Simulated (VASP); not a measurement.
Set up this calculation in VASP 6.6.1, as the native input.

```yaml
Task: single point
Functional: SVWN5
Potentials_or_basis: VASP PAW PBE potentials, release 64 (Zn, O)
Cutoff: 520 eV
k_mesh: 9 × 9 × 5
Occupations: fermi-dirac, width 0.05 eV
Spin: no spin polarisation
Dipole_correction: no
Further_INCAR_settings: ALGO = Normal; EDIFF = 1e-06; NBANDS = 26
```

The structure of ZnO lies in POSCAR:

```
ZnO
1.0
    3.2493080000      0.0000000000      0.0000000000
   -1.6246540000      2.8139832727      0.0000000000
    0.0000000000      0.0000000000      5.2057090000
Zn O
2 2
Direct
    0.6666666667      0.3333333333      0.0000000000
    0.3333333333      0.6666666667      0.5000000000
    0.3333333333      0.6666666667      0.8790100000
    0.6666666667      0.3333333333      0.3790100000
```

The input as run:

INCAR

```
PREC = Accurate
ENCUT = 520
EDIFF = 1E-6
ISMEAR = -1
SIGMA = 0.05
LREAL = False
LASPH = True
NELM = 60
ALGO = Normal
ISIF = 2
LWAVE = False
LCHARG = False
GGA = VW
NBANDS = 26
```

KPOINTS

```
Automatic mesh
0
Gamma
  9 9 5
```

Potentials or basis: VASP PAW PBE potentials, release 64 (Zn, O).

Run with:

```sh
$ cat potpaw_PBE.64/Zn/POTCAR potpaw_PBE.64/O/POTCAR > POTCAR
$ mpirun -np 1 vasp_std > vasp.out
```

Results of the run:

```json
{
 "Pressure": "-6.3 GPa",
 "Largest force": "0.055 eV/Å",
 "Band gap on the k mesh": "0.73 eV"
}
```

Caveat: the cell stands under tension; the PAW data sets were made with another functional, which shifts forces and pressure a little.

Run time: 26 s on 1 thread of Intel(R) Xeon(R) Platinum 8488C (Sapphire Rapids), on a shared host, peak memory 0.16 GiB.
